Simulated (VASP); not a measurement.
# Ta16Si in VASP: single point with PBE

Aim: the single point of Ta16Si with PBE.

All numbers are computed with VASP 6.6.1; they aren't measurements. Logs are shortened: lines on timing, memory, paths and dates and some standing lists are left out, and cuts for length are marked.

### 1 The cell of the first run

The cell holds a slab with vacuum, 17 atoms: a = 6.638 Å, b = 6.638 Å, c = 20.300 Å, α = 90.00°, β = 90.00°, γ = 90.00°.

### 2 Single point, PBE

Contents of INCAR:

```
SYSTEM = Ta16Si
ALGO = Normal
DIPOL = 0.5 0.5 0.328
EDIFF = 1E-6
ENCUT = 520
GGA = PE
IDIPOL = 3
ISIF = 2
ISMEAR = 0
LASPH = .TRUE.
LCHARG = .FALSE.
LDIPOL = .TRUE.
LREAL = Auto
LWAVE = .FALSE.
NBANDS = 104
NELM = 80
PREC = Accurate
SIGMA = 0.1
```

Contents of KPOINTS:

```
k-points
0
G
  4 4 1
  0 0 0
```

Contents of POSCAR:

```
Ta16Si
1.0
    6.6379342679      0.0000000000      0.0000000000
    0.0000000000      6.6379342679      0.0000000000
    0.0000000000      0.0000000000     20.2996559574
Ta Si
16 1
Direct
    0.2500000000      0.2500000000      0.1970476745
    0.2500000000      0.7500000000      0.1970476745
    0.7500000000      0.2500000000      0.1970476745
    0.7500000000      0.7500000000      0.1970476745
    0.0000000000      0.0000000000      0.2787970190
    0.0000000000      0.5000000000      0.2787970190
    0.5000000000      0.0000000000      0.2787970190
    0.5000000000      0.5000000000      0.2787970190
    0.2500000000      0.2500000000      0.3599139064
    0.2500000000      0.7500000000      0.3599139064
    0.7500000000      0.2500000000      0.3599139064
    0.7500000000      0.7500000000      0.3599139064
    0.0000000000      0.0000000000      0.4334879357
    0.0000000000      0.5000000000      0.4334879357
    0.5000000000      0.0000000000      0.4334879357
    0.5000000000      0.5000000000      0.4334879357
    0.1875000000      0.1875000000      0.5074560382
```

Potentials or basis: VASP PAW PBE potentials, release 64 (Ta_pv, Si).

Command:

```sh
cat potpaw_PBE.64/Ta_pv/POTCAR potpaw_PBE.64/Si/POTCAR > POTCAR
mpirun -np 1 vasp_std > vasp.out
```

OUTCAR:

```text
SYSTEM = Ta16Si
   EDIFF = 1E-6
   ENCUT = 520
   GGA = PE
   ISIF = 2
   ISMEAR = 0
   LASPH = .TRUE.
   LREAL = Auto
   NELM = 80
   PREC = Accurate

 ion  position               nearest neighbor table
   1  0.250  0.250  0.197-   5 2.87   6 2.87   7 2.87   8 2.87   9 3.31   3 3.32   2 3.32   2 3.32
                             3 3.32
   2  0.250  0.750  0.197-   5 2.87   6 2.87   7 2.87   8 2.87  10 3.31   4 3.32   1 3.32   1 3.32
                             4 3.32
   3  0.750  0.250  0.197-   5 2.87   6 2.87   7 2.87   8 2.87  11 3.31   4 3.32   1 3.32   4 3.32
                             1 3.32
   4  0.750  0.750  0.197-   5 2.87   6 2.87   7 2.87   8 2.87  12 3.31   3 3.32   2 3.32   3 3.32
                             2 3.32
   5  0.000  0.000  0.279-   9 2.87  10 2.87  11 2.87  12 2.87   1 2.87   2 2.87   3 2.87   4 2.87
                            13 3.14   7 3.32   6 3.32   6 3.32   7 3.32
   6  0.000  0.500  0.279-   9 2.87  10 2.87  11 2.87  12 2.87   1 2.87   2 2.87   3 2.87   4 2.87
                            14 3.14   8 3.32   5 3.32   5 3.32   8 3.32
   7  0.500  0.000  0.279-   9 2.87  10 2.87  11 2.87  12 2.87   1 2.87   2 2.87   3 2.87   4 2.87
                            15 3.14   8 3.32   5 3.32   8 3.32   5 3.32
   8  0.500  0.500  0.279-   9 2.87  10 2.87  11 2.87  12 2.87   1 2.87   2 2.87   3 2.87   4 2.87
                            16 3.14   7 3.32   6 3.32   7 3.32   6 3.32
   9  0.250  0.250  0.360-  13 2.78  14 2.78  15 2.78  16 2.78   5 2.87   6 2.87   7 2.87   8 2.87
                            17 3.05   1 3.31  11 3.32  10 3.32  10 3.32  11 3.32
  10  0.250  0.750  0.360-  13 2.78  14 2.78  15 2.78  16 2.78   5 2.87   6 2.87   7 2.87   8 2.87
                             2 3.31   9 3.32  12 3.32   9 3.32  12 3.32
  11  0.750  0.250  0.360-  13 2.78  14 2.78  15 2.78  16 2.78   5 2.87   6 2.87   7 2.87   8 2.87
                             3 3.31   9 3.32  12 3.32  12 3.32   9 3.32
  12  0.750  0.750  0.360-  13 2.78  14 2.78  15 2.78  16 2.78   5 2.87   6 2.87   7 2.87   8 2.87
                             4 3.31  10 3.32  11 3.32  11 3.32  10 3.32
  13  0.000  0.000  0.433-  17 2.31  10 2.78  11 2.78  12 2.78   9 2.78   5 3.14  15 3.32  14 3.32
                            14 3.32  15 3.32
  14  0.000  0.500  0.433-   9 2.78  10 2.78  11 2.78  12 2.78  17 2.85   6 3.14  16 3.32  13 3.32
                            13 3.32  16 3.32
  15  0.500  0.000  0.433-   9 2.78  10 2.78  11 2.78  12 2.78  17 2.85   7 3.14  16 3.32  13 3.32
                            16 3.32  13 3.32
  16  0.500  0.500  0.433-   9 2.78  10 2.78  11 2.78  12 2.78   8 3.14  17 3.30  15 3.32  14 3.32
                            15 3.32  14 3.32
  17  0.188  0.188  0.507-  13 2.31  14 2.85  15 2.85   9 3.05  16 3.30

  LATTYP: Found a simple tetragonal cell.
 ALAT       =     6.6379342679
 C/A-ratio  =     3.0581284987

  Lattice vectors:

 A1 = (   6.6379342679,   0.0000000000,   0.0000000000)
 A2 = (   0.0000000000,   6.6379342679,   0.0000000000)
 A3 = (   0.0000000000,   0.0000000000,  20.2996559574)

Analysis of symmetry for initial positions (statically):
=====================================================================
 Subroutine PRICEL returns:
 Original cell was already a primitive cell.

[... 159 lines left out ...]
   LHFCALC =     F    Hartree Fock is set to
   AEXX    =    0.0000 exact exchange contribution
   IVDW    =     0    specifies the selected vdW correction
   LEPSILON=     F    determine dielectric tensor
   LRPA    =     F    only Hartree local field effects (RPA)
 non-spin polarized calculation
 Gauss-broadening in eV      SIGMA  =   0.10
  energy-cutoff  :      520.00
  volume of cell :      894.45
 maximum number of plane-waves:     24163
 NGX is ok and might be reduce to    50
   NGX = 25   NGY = 25   NGZ = 75

 dipolmoment           0.000000      0.000000     -0.031168 electrons x Angstroem

 number of electron     179.9999955 magnetization

 dipolmoment           0.000000      0.000000      0.110435 electrons x Angstroem

 Free energy of the ion-electron system (eV)
  ---------------------------------------------------
  ext. energy  EPLUGINS =         0.00000000
  ---------------------------------------------------
  free energy    TOTEN  =      -180.13045623 eV

  energy without entropy =     -180.05467163  energy(sigma->0) =     -180.09256393

 E-fermi :  -0.6055     XC(G=0):  -5.4281

 val. band max:       -0.6141450011   @ k =   0.2500   0.0000   0.0000
 cond. band min:      -0.5816402463   @ k =   0.5000   0.5000   0.0000
 fundamental gap:      0.0325047548
 Fermi energy:        -0.6055016822

 k-point     1 :       0.0000    0.0000    0.0000
  band No.  band energies     occupation
      1     -35.5909      2.00000
      2     -35.5909      2.00000
      3     -35.5799      2.00000
      4     -35.5765      2.00000
      5     -35.5704      2.00000
      6     -35.5680      2.00000
[... 724 lines left out ...]
    101       0.0167      0.00000
    102       0.1395      0.00000
 [bands above 102 left out]

------------------------ aborting loop because EDIFF is reached ----------------------------------------

 vacuum level on the upper side and lower side of the slab       (xc-potential included)         0.092        -0.383

  FORCE on cell =-STRESS in cart. coord.  units (eV):
  Direction    XX          YY          ZZ          XY          YZ          ZX
  --------------------------------------------------------------------------------------
  -------------------------------------------------------------------------------------
  Total      -15.3705222    -15.3705222     -2.7201631      1.9997620      3.3769377      3.3769385
  in kB      -27.5324357    -27.5324357     -4.8724901      3.5820721      6.0489369      6.0489384
  external PRESSURE =     -19.9791205 kB  Pullay stress =       0.0000000 kB

 VOLUME and BASIS-vectors are now :
 -----------------------------------------------------------------------------
  energy-cutoff  :      520.00
  volume of cell :      894.45
      direct lattice vectors                 reciprocal lattice vectors
     6.637934268  0.000000000  0.000000000     0.150649277  0.000000000  0.000000000
     0.000000000  6.637934268  0.000000000     0.000000000  0.150649277  0.000000000
     0.000000000  0.000000000 20.299655957     0.000000000  0.000000000  0.049261919

 POSITION                                       TOTAL-FORCE (eV/Angst)
 -----------------------------------------------------------------------------------
      1.65948      1.65948      4.00000         0.016505      0.016505      0.939659
      1.65948      4.97845      4.00000        -0.025360      0.006542      0.803097
      4.97845      1.65948      4.00000         0.006542     -0.025360      0.803097
      4.97845      4.97845      4.00000         0.054762      0.054762      0.815488
      0.00000      0.00000      5.65948         0.070109      0.070109     -1.144679
      0.00000      3.31897      5.65948         0.048665     -0.021393     -0.813892
[... 9 lines left out ...]
      3.31897      3.31897      8.79966        -0.121818     -0.121818      0.530181
      1.24461      1.24461     10.30118         2.442753      2.442753      0.001382
 -----------------------------------------------------------------------------------
    total drift:                                0.001905      0.001905      0.004807

  FREE ENERGIE OF THE ION-ELECTRON SYSTEM (eV)
  ---------------------------------------------------
  free  energy   TOTEN  =      -180.1304562292 eV

  energy  without entropy=     -180.0546716288  energy(sigma->0) =     -180.09256393

 vacuum level on the upper side and lower side of the slab         3.788         3.296
```

Run time: 20 min. Hardware: 1 thread of AMD EPYC 9R45 (Zen 5), shared host; peak memory 0.97 GiB.

Results:

```yaml
Free_energy: -180.1305 eV
Largest_force: 3.455 eV/Å
Band_gap_on_the_k_mesh: zero (band 90 reaches -0.41 eV, above the bottom of band 91 at -1.22 eV)
```

Forces on the atoms (eV/Å):
```
Ta   0.017  0.017  0.940
Ta  -0.025  0.007  0.803
Ta   0.007 -0.025  0.803
Ta   0.055  0.055  0.815
Ta   0.070  0.070 -1.145
Ta   0.049 -0.021 -0.814
Ta  -0.021  0.049 -0.814
Ta  -0.051 -0.051 -0.796
Ta  -0.076 -0.076 -0.400
Ta   0.204 -0.180 -0.422
Ta  -0.180  0.204 -0.422
Ta  -0.024 -0.024 -0.287
Ta  -1.994 -1.994 -0.734
Ta  -0.042 -0.308  0.970
Ta  -0.308 -0.042  0.970
Ta  -0.122 -0.122  0.530
Si   2.443  2.443  0.001
```

Caveat: spin-orbit coupling is left out, which moves the levels of the heavy elements.
